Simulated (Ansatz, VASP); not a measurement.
# Ir: VASP beside Ansatz

```xyz
1
Lattice="0.0048 1.9197 1.9197 1.9197 0.0048 1.9197 1.9245 1.9245 0.0000" Properties=species:S:1:pos:R:3 pbc="T T T"
Ir    0.0000    0.0000    0.0000
```

Change from the starting cell: strain +0.0050 x Voigt [0, 0, 0, 0, 0, 1], atoms carried along.

Alike in both runs: task single point; functional LDA; k mesh 22 × 22 × 22; occupations gaussian, width 0.15 eV; no spin polarisation.

```csv
,VASP,Ansatz
version,VASP 6.6.1,Ansatz 0.2.0
potentials or method,"VASP PAW LDA potentials, release 64 (Ir), cutoff 520 eV","scalar-relativistic, plane waves, PAW"
valence electrons in the cell,9,17
```

|  | VASP | Ansatz | Ansatz less VASP |
| --- | --- | --- | --- |
| gap on the k mesh at the Fermi level (eV) | none | none | - |
| pressure (GPa) | -6.0 | -8.4 | -2.39 |
| traceless stress, the component that is largest in VASP (GPa) | -1.34 | -1.33 | +0.011 |

LDA's correlation is that of Perdew and Zunger in VASP and of Perdew and Wang (1992) in Ansatz. A gap of «none» marks a metal or a gap that the smearing closes. VASP's potentials hold 9 valence electrons a cell and Ansatz's 17, so a difference there can come from the potentials and not from the codes.

Spin-orbit coupling is off throughout.
